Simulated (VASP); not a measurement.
# Ge (Ccce) in VASP: relaxation of cell and atoms with PBE

Aim: the relaxation of cell and atoms of Ge with PBE.

Program: VASP 6.6.1. These are calculated values, not measurements. Logs are shortened: lines on timing, memory, paths and dates and some standing lists are left out, and cuts for length are marked.

## 1. The cell of the first run

Symmetry: Ccce, No. 68, orthorhombic system. The conventional cell has a = 4.091 Å, b = 7.144 Å, c = 8.995 Å, α = 90.00°, β = 90.00°, γ = 90.00°. Within 3.3 Å of Ge (site symmetry 2) lie 4 Ge at 2.53 to 2.55 Å. Within 3.4 Å of Ge (site symmetry 222) lie 4 Ge at 2.55 Å.

The cell was generated, and may not be a known phase.

## 2. Relaxation of cell and atoms, PBE

The input, INCAR:

```
  ALGO = Fast
  EDIFF = 1E-6
  EDIFFG = -0.01
  ENCUT = 600
  GGA = PE
  IBRION = 2
  ISIF = 3
  ISMEAR = 0
  KPAR = 4
  LASPH = True
  LCHARG = False
  LREAL = False
  LWAVE = False
  NELM = 80
  NSW = 100
  PREC = Accurate
  SIGMA = 0.1
```

The input, KPOINTS:

```
k-points
0
Gamma
  10 10 4
```

The input, POSCAR:

```
Ge
1.0
    2.0455949534     -3.5719483117      0.0000000000
    2.0455949534      3.5719483117      0.0000000000
    0.0000000000      0.0000000000      8.9949186445
Ge
6
Direct
    0.0000000000      0.5000000000      0.3324938172
    0.5000000000      0.0000000000      0.6675061828
    0.5000000000      0.0000000000      0.1675061828
    0.0000000000      0.5000000000      0.8324938172
    0.0000000000      0.0000000000      0.5000000000
    0.5000000000      0.5000000000      0.0000000000
```

Potentials or basis: VASP PAW PBE potentials, release 64 (Ge_d).

Started as:

```
> cat potpaw_PBE.64/Ge_d/POTCAR > POTCAR
> mpirun -np 4 vasp_std > vasp.out
```

OUTCAR:

```text
EDIFF = 1E-6
   EDIFFG = -0.01
   ENCUT = 600
   GGA = PE
   IBRION = 2
   ISIF = 3
   ISMEAR = 0
   LASPH = True
   LREAL = False
   NELM = 80
   NSW = 100
   PREC = Accurate

 ion  position               nearest neighbor table
   1  0.000  0.500  0.332-   3 2.53   3 2.53   5 2.55   5 2.55
   2  0.500  0.000  0.668-   4 2.53   4 2.53   5 2.55   5 2.55
   3  0.500  0.000  0.168-   1 2.53   1 2.53   6 2.55   6 2.55
   4  0.000  0.500  0.832-   2 2.53   2 2.53   6 2.55   6 2.55
   5  0.000  0.000  0.500-   1 2.55   2 2.55   1 2.55   2 2.55
   6  0.500  0.500  0.000-   3 2.55   4 2.55   3 2.55   4 2.55

  LATTYP: Found a base centered orthorhombic cell.
 ALAT       =     4.0911899068
 B/A-ratio  =     1.7461659777
 C/A-ratio  =     2.1986069700

  Lattice vectors:

 A1 = (   2.0455949534,  -3.5719483117,   0.0000000000)
 A2 = (   2.0455949534,   3.5719483117,   0.0000000000)
 A3 = (   0.0000000000,   0.0000000000,   8.9949186445)

Analysis of symmetry for initial positions (statically):
=====================================================================
 Subroutine PRICEL returns:
 Original cell was already a primitive cell.

 Routine SETGRP: Setting up the symmetry group for a
 base centered orthorhombic supercell.

 Subroutine GETGRP returns: Found  8 space group operations
 (whereof  4 operations were pure point group operations)
 out of a pool of  8 trial point group operations.

The static configuration has the point symmetry D_2 .
 The point group associated with its full space group is D_2h.

Analysis of symmetry for dynamics (positions and initial velocities):
=====================================================================
 Subroutine PRICEL returns:
 Original cell was already a primitive cell.

 Routine SETGRP: Setting up the symmetry group for a
 base centered orthorhombic supercell.

 Subroutine GETGRP returns: Found  8 space group operations
 (whereof  4 operations were pure point group operations)
 out of a pool of  8 trial point group operations.

The dynamic configuration has the point symmetry D_2 .
 The point group associated with its full space group is D_2h.

 Subroutine INISYM returns: Found  8 space group operations
 (whereof  4 operations are pure point group operations),
 and found     1 'primitive' translations

----------------------------------------------------------------------------------------

                                     Primitive cell

  volume of cell :     131.4474

  direct lattice vectors                    reciprocal lattice vectors
     2.045594953 -3.571948312  0.000000000     0.244427666 -0.139979629  0.000000000
     2.045594953  3.571948312  0.000000000     0.244427666  0.139979629  0.000000000
     0.000000000  0.000000000  8.994918645     0.000000000  0.000000000  0.111173879

  length of vectors
     4.116220773  4.116220773  8.994918645     0.281672115  0.281672115  0.111173879

  position of ions in fractional coordinates (direct lattice)
     0.000000000  0.500000000  0.332493817
     0.500000000  0.000000000  0.667506183
     0.500000000  0.000000000  0.167506183
     0.000000000  0.500000000  0.832493817
     0.000000000  0.000000000  0.500000000
     0.500000000  0.500000000  0.000000000

  ion indices of the primitive-cell ions
   primitive index   ion index
                 1           1
                 2           2
                 3           3
                 4           4
                 5           5
                 6           6

----------------------------------------------------------------------------------------

 KPOINTS: k-points

Automatic generation of k-mesh.
 Grid dimensions read from file:
 generate k-points for:   10   10    4

 Generating k-lattice:

  Cartesian coordinates                     Fractional coordinates (reciprocal lattice)
     0.024442767 -0.013997963  0.000000000     0.100000000 -0.000000000  0.000000000
     0.024442767  0.013997963  0.000000000    -0.000000000  0.100000000  0.000000000
     0.000000000  0.000000000  0.027793470     0.000000000  0.000000000  0.250000000

  Length of vectors
     0.028167212  0.028167212  0.027793470

  Shift w.r.t. Gamma in fractional coordinates (k-lattice)
     0.000000000  0.000000000  0.000000000

 Subroutine IBZKPT returns following result:
 ===========================================

 Found     93 irreducible k-points:

 Following reciprocal coordinates:
            Coordinates               Weight
  0.000000  0.000000  0.000000      1.000000
  0.100000 -0.000000  0.000000      4.000000
  0.200000 -0.000000  0.000000      4.000000
  0.300000  0.000000  0.000000      4.000000
  0.400000  0.000000  0.000000      4.000000
  0.500000  0.000000  0.000000      2.000000
[... 16 lines left out ...]
  0.300000  0.300000  0.000000      2.000000
  0.400000  0.300000  0.000000      4.000000
 [... further k-points ...]
   k-points           NKPTS =     93   k-points in BZ     NKDIM =     93   number of bands    NBANDS=     50
   number of dos      NEDOS =    301   number of ions     NIONS =      6
   total plane-waves  NPLWV =  93312
   dimension x,y,z NGX =    36 NGY =   36 NGZ =   72
   dimension x,y,z NGXF=    72 NGYF=   72 NGZF=  144
   ions per type =               6
   NGX,Y,Z   is equivalent  to a cutoff of  14.54, 14.54, 13.31 a.u.
   NGXF,Y,Z  is equivalent  to a cutoff of  29.08, 29.08, 26.61 a.u.
 SYSTEM =  unknown system
   PREC   = accura    normal or accurate (medium, high low for compatibility)
   ISTART =      0    job   : 0-new  1-cont  2-samecut
   ICHARG =      2    charge: 1-file 2-atom 10-const
   ISPIN  =      1    spin polarized calculation?
   LNONCOLLINEAR =      F non collinear calculations
   LSORBIT =      F    spin-orbit coupling
   LASPH  =      T    aspherical Exc in radial PAW
   ENCUT  =  600.0 eV  44.10 Ry    6.64 a.u.   8.22  8.22 17.97*2*pi/ulx,y,z
   NELM   =     80;   NELMIN=  2; NELMDL= -5     # of ELM steps
   EDIFF  = 0.1E-05   stopping-criterion for ELM
   LREAL  =      F    real-space projection
   EDIFFG = -.1E-01   stopping-criterion for IOM
   NSW    =    100    number of steps for IOM
   IBRION =      2    ionic relax: 0-MD 1-quasi-New 2-CG
   NFREE  =      1    steps in history (QN), initial steepest desc. (CG)
   ISIF   =      3    stress and relaxation
   ISYM   =      2    0-nonsym 1-usesym 2-fastsym
   POTIM  = 0.5000    time-step for ionic-motion
   TEBEG  =    0.0;   TEEND  =   0.0 temperature during run
   PSTRESS=    0.0 pullay stress
   NELECT =      84.0000    total number of electrons
   NUPDOWN=      -1.0000    fix difference up-down
   EMIN   =  10.00;   EMAX   =-10.00  energy-range for DOS
   EFERMI =   0.00;   METHOD = LEGACY
   ISMEAR =     0;   SIGMA  =   0.10  broadening in eV -4-tet -1-fermi 0-gaus
   EFERMI_NEDOS =   21; number of points for ismear=-14 and -15
   IALGO  =     68    algorithm
   IMIX   =      4    mixing-type and parameters
     AMIX     =   0.40;   BMIX     =  1.00
     AMIX_MAG =   1.60;   BMIX_MAG =  1.00
  volume/ion in A,a.u.               =      21.91       147.84
  Fermi-wavevector in a.u.,A,eV,Ry     =   1.410102  2.664707 27.053663  1.988388
  Thomas-Fermi vector in A             =   2.532090
   LORBIT       =      0    0 simple, 1 ext, 2 COOP (PROOUT), +10 PAW based schemes
   GGA     = PE    functional components
   LHFCALC =     F    Hartree Fock is set to
   AEXX    =    0.0000 exact exchange contribution
   IVDW    =     0    specifies the selected vdW correction
   LEPSILON=     F    determine dielectric tensor
   LRPA    =     F    only Hartree local field effects (RPA)
 conjugate gradient relaxation of ions
 non-spin polarized calculation
 RMM-DIIS sequential band-by-band and
 Gauss-broadening in eV      SIGMA  =   0.10
  energy-cutoff  :      600.00
  volume of cell :      131.45
 maximum number of plane-waves:      4406
 NGX is ok and might be reduce to    36
   NGX = 17   NGY = 17   NGZ = 35

--------------------------------------- Ionic step        1  -------------------------------------------

 number of electron      83.9999985 magnetization

 Free energy of the ion-electron system (eV)
  ---------------------------------------------------
  ext. energy  EPLUGINS =         0.00000000
  ---------------------------------------------------
  free energy    TOTEN  =       -25.70436172 eV

  energy without entropy =      -25.69954999  energy(sigma->0) =      -25.70195585

------------------------ aborting loop because EDIFF is reached ----------------------------------------

  FORCE on cell =-STRESS in cart. coord.  units (eV):
  Direction    XX          YY          ZZ          XY          YZ          ZX
  --------------------------------------------------------------------------------------
  -------------------------------------------------------------------------------------
  Total        0.0404724      0.2368944     -0.0764638      0.0000000      0.0000000      0.0000000
  in kB        0.4933077      2.8874427     -0.9319964      0.0000000      0.0000000      0.0000000
  external PRESSURE =       0.8162513 kB  Pullay stress =       0.0000000 kB
[... 225 lines left out ...]
  energy  without entropy=      -25.7007771283  energy(sigma->0) =      -25.70299829

--------------------------------------- Ionic step        7  -------------------------------------------

 number of electron      83.9999977 magnetization

 Free energy of the ion-electron system (eV)
  ---------------------------------------------------
  ext. energy  EPLUGINS =         0.00000000
  ---------------------------------------------------
  free energy    TOTEN  =       -25.70538924 eV

  energy without entropy =      -25.70109174  energy(sigma->0) =      -25.70324049

 E-fermi :   5.1773     XC(G=0): -10.3030

 val. band max:        5.1247989176   @ k =   0.5000   0.1000   0.5000
 cond. band min:       5.2069282631   @ k =  -0.4000   0.1000   0.5000
 fundamental gap:      0.0821293455
 Fermi energy:         5.1773041873

 k-point     1 :       0.0000    0.0000    0.0000
  band No.  band energies     occupation
      1     -19.6616      2.00000
      2     -19.6341      2.00000
      3     -19.6063      2.00000
      4     -19.5913      2.00000
      5     -19.5855      2.00000
      6     -19.5819      2.00000
[... 1261 lines left out ...]
     49      10.0128      0.00000
     50      10.6019      0.00000

 [... further k-points ...]
[... 5 lines left out ...]
  --------------------------------------------------------------------------------------
  -------------------------------------------------------------------------------------
  Total        0.0179870     -0.0014032      0.0462026      0.0000000      0.0000000      0.0000000
  in kB        0.2188230     -0.0170707      0.5620840      0.0000000      0.0000000      0.0000000
  external PRESSURE =       0.2546121 kB  Pullay stress =       0.0000000 kB
[... 21 lines left out ...]
  FREE ENERGIE OF THE ION-ELECTRON SYSTEM (eV)
  ---------------------------------------------------
  free  energy   TOTEN  =       -25.7053892401 eV

  energy  without entropy=      -25.7010917366  energy(sigma->0) =      -25.70324049

 reached required accuracy - stopping structural energy minimisation
```

Run time: 32 min. Hardware: 4 MPI ranks of Oxide Virtual Turin-like, shared host; peak memory 0.64 GiB.

Results:

```
Free energy                           : -25.7054 eV
Relaxed volume                        : 21.95 Å³/atom
Relaxed cell                          : a = 4.135 Å, b = 4.135 Å, c = 8.961 Å, α = 90.00°, β = 90.00°, γ = 120.72°
Space group after relaxing (to 0.1 Å) : Ccce (No. 68)
Energy gained by relaxing             : 0.2 meV/atom
Ionic steps                           : 7
Pressure after relaxing               : 0.0 GPa
Band gap on the k mesh                : zero (bands 42 and 43 overlap by 0.90 eV)
```

Forces in eV/Å, atoms in the order of the input:
```
Ge   0.000  0.000 -0.002
Ge   0.000  0.000  0.002
Ge   0.000  0.000  0.002
Ge   0.000  0.000 -0.002
Ge   0.000  0.000  0.000
Ge   0.000  0.000  0.000
```

Step by step:
| step | energy change (eV) | largest force (eV/Å) | pressure (GPa) | volume (Å³) |
| --- | --- | --- | --- | --- |
| 1 | 0.0000 | 0.0257 | 0.08 | 131.45 |
| 2 | -0.0005 | 0.0158 | 0.00 | 131.66 |
| 3 | -0.0007 | 0.0083 | 0.20 | 131.78 |
| 4 | -0.0009 | 0.0006 | -0.16 | 132.03 |
| 5 | -0.0009 | 0.0055 | -0.09 | 131.99 |
| 6 | -0.0009 | 0.0016 | -0.14 | 132.00 |
| 7 | -0.0010 | 0.0021 | 0.03 | 131.70 |

Final structure:
```
Ge
1.0
     2.04478   -3.59385    0.00000
     2.04478    3.59385    0.00000
     0.00000    0.00000    8.96066
Ge
6
Direct
  0.00000 0.50000 0.33299
  0.50000 0.00000 0.66701
  0.50000 0.00000 0.16701
  0.00000 0.50000 0.83299
  0.00000 0.00000 0.50000
  0.50000 0.50000 0.00000
```

The gap in the log of VASP goes by the Fermi energy; the results here count the filled bands.